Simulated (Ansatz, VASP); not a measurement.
# Hf: VASP beside Ansatz

INCAR

```
SYSTEM = Hf
PREC = Accurate
ENCUT = 500
EDIFF = 1E-6
ISMEAR = 0
SIGMA = 0.15
LREAL = .FALSE.
LASPH = .TRUE.
NELM = 120
ALGO = Normal
ISIF = 2
LWAVE = .FALSE.
LCHARG = .TRUE.
GGA = PE
LELF = .TRUE.
LVHAR = .TRUE.
NBANDS = 17
GGA_COMPAT = .FALSE.
```

File KPOINTS:

```
Automatic mesh
0
G
  18 18 10
  0 0 0
```

The input POSCAR:

```
Hf
1.0
    3.4292000000      0.0000000000      0.0000000000
   -1.7146000000      2.9697743147      0.0000000000
    0.0000000000      0.0000000000      5.0676933209
Hf
2
Direct
    0.3333333333      0.6666666667      0.2500000000
    0.6666666667      0.3333333333      0.7500000000
```

Input for Ansatz:

```yaml
crystal:
  lattice:
    - [3.4292, 0.0, 0.0]
    - [-1.7146, 2.9697743147, 0.0]
    - [0.0, 0.0, 5.0676933209]
  atoms:
    - { symbol: Hf, position: [0.3333333333, 0.6666666667, 0.25] }
    - { symbol: Hf, position: [0.6666666667, 0.3333333333, 0.75] }
basis:
  ecutwfc: 420
kpoints:
  mp_grid: { grid: [18, 18, 10] }
hamiltonian:
  xc: pbe
scf:
  occupations: { method: gaussian, width: 0.15 }
  eigensolver: { kind: davidson }
  initial_density: { chi_scale: 0.3 }
output:
  forces: true
  eigenvalues: true
  stress: true
```

Alike in both runs: task single point; functional PBE; k mesh 18 × 18 × 10; occupations gaussian, width 0.15 eV; no spin polarisation.

|  | VASP | Ansatz |
| --- | --- | --- |
| version | VASP 6.6.1 | Ansatz 0.2.0 |
| potentials or method | VASP PAW PBE potentials, release 64 (Hf_pv), cutoff 500 eV | scalar-relativistic, plane waves, PAW |
| valence electrons in the cell | 20 | 52 |

Ansatz gave:

```
gap on the k mesh at the Fermi level (eV)                     : none
pressure (GPa)                                                : -11.2
traceless stress, the component that is largest in VASP (GPa) : 3.82
```

Q: Estimate VASP's values.

A: gap on the k mesh at the Fermi level (eV): none; pressure (GPa): -11.6; traceless stress, the component that is largest in VASP (GPa): 3.75.

A gap of «none» marks a metal or a gap that the smearing closes. VASP's potentials hold 20 valence electrons a cell and Ansatz's 52, so a difference there can come from the potentials and not from the codes.

Spin-orbit coupling is off throughout.
